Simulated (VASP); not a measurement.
TiB2, 3 atoms in the cell. The typed cell holds 3 atoms: a = 3.029 Å, b = 3.016 Å, c = 3.228 Å, α = 89.79°, β = 89.43°, γ = 119.57°.  This cell differs from its parent crystal: equal xy, yz and zx shear strains of +1 %.

| Item | Value |
| --- | --- |
| Program | VASP 6.6.1 |
| Task | single point |
| Functional | PBEsol |
| Potentials or basis | VASP PAW PBE potentials, release 64 (Ti_sv, B) |
| Cutoff | 520 eV |
| k mesh | 14 × 14 × 11 |
| Occupations | fermi-dirac, width 0.03 eV |
| Spin | no spin polarisation |
| Dipole correction | no |
| Further INCAR settings | ALGO = Normal; EDIFF = 1e-06; NBANDS = 16 |

Potentials or basis: VASP PAW PBE potentials, release 64 (Ti_sv, B).

Command:

```sh
$ cat potpaw_PBE.64/Ti_sv/POTCAR potpaw_PBE.64/B/POTCAR > POTCAR
$ mpirun -np 1 vasp_std > vasp.out
```

Hardware: 1 thread of AMD EPYC 7R13, on a shared host.

Question: How long does it take, and how much memory?

Answer: Run time: 12 min on 1 thread of AMD EPYC 7R13 (shared host), peak memory 0.48 GiB. Counts: scf iterations 13, k points 1080.
